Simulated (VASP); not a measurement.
HfH2: relaxation of shape and atoms at fixed volume with PBEsol

The system is HfH2.

```
Hf H
1.0
    -1.67811    1.67811    1.98657
     1.67811   -1.67811    1.98657
     1.67811    1.67811   -1.98657
Hf H
1 2
Direct
  0.00000 0.00000 0.00000
  0.75000 0.25000 0.50000
  0.25000 0.75000 0.50000
```

This cell differs from its parent crystal: volume scaled by 0.88.

| Item | Value |
| --- | --- |
| Program | VASP 6.6.1 |
| Task | relaxation of shape and atoms at fixed volume |
| Functional | PBEsol |
| Potentials or basis | VASP PAW PBE potentials, release 64 (Hf_pv, H) |
| Cutoff | 600 eV |
| k mesh | 16 × 16 × 16 |
| Occupations | gaussian, width 0.1 eV |
| Spin | no spin polarisation |
| Dipole correction | no |
| Further INCAR settings | ALGO = Normal; EDIFF = 1e-06; IBRION = 2; EDIFFG = -0.01; NSW = 50; ISIF = 4 |

* Energy gained by relaxing: 0.2 meV/atom
* Ionic steps: 3
* Pressure after relaxing: 24.2 GPa
* Band gap on the k mesh: zero (band 6 reaches 7.09 eV, above the bottom of band 7 at 5.78 eV)

Stress tensor (GPa, compression positive):
```
24.20  0.00  0.00
 0.00 24.20  0.00
 0.00  0.00 24.05
```

Step by step:
```csv
step,energy change (eV),largest force (eV/Å),pressure (GPa),volume (Å³)
1,0.0000,0.0000,24.41,22.38
2,-0.0002,0.0000,24.33,22.38
3,-0.0005,0.0000,24.15,22.38
```

Final structure:
```
Hf H
1.0
    -1.68335    1.68335    1.97421
     1.68335   -1.68335    1.97421
     1.68335    1.68335   -1.97421
Hf H
1 2
Direct
  0.00000 0.00000 0.00000
  0.75000 0.25000 0.50000
  0.25000 0.75000 0.50000
```

Levels at points of the mesh, in eV from the Fermi level:
| k point | band 4 | band 5 | band 6 | band 7 | band 8 | band 9 |
| --- | --- | --- | --- | --- | --- | --- |
| (0.00, 0.00, 0.00) | -12.13 | -0.90 | -0.49 | -0.49 | 0.86 | 1.71 |
| (0.50, 0.00, 0.00) | -9.12 | -4.94 | -1.32 | 1.29 | 4.28 | 4.92 |
| (0.50, 0.50, 0.00) | -6.94 | -5.78 | -4.75 | 4.43 | 4.60 | 6.77 |
| (0.50, 0.50, 0.50) | -8.91 | -4.38 | -3.32 | 5.72 | 5.77 | 5.77 |

Run time: 3.9 min on 1 thread of Oxide Virtual Turin-like Processor, with other jobs on the host, peak memory 0.23 GiB.

Caveat: the cell differs from its parent crystal (volume scaled by 0.88); the PAW data sets were made with another functional, which shifts forces and pressure a little; spin-orbit coupling is left out, which moves the levels of the heavy elements.
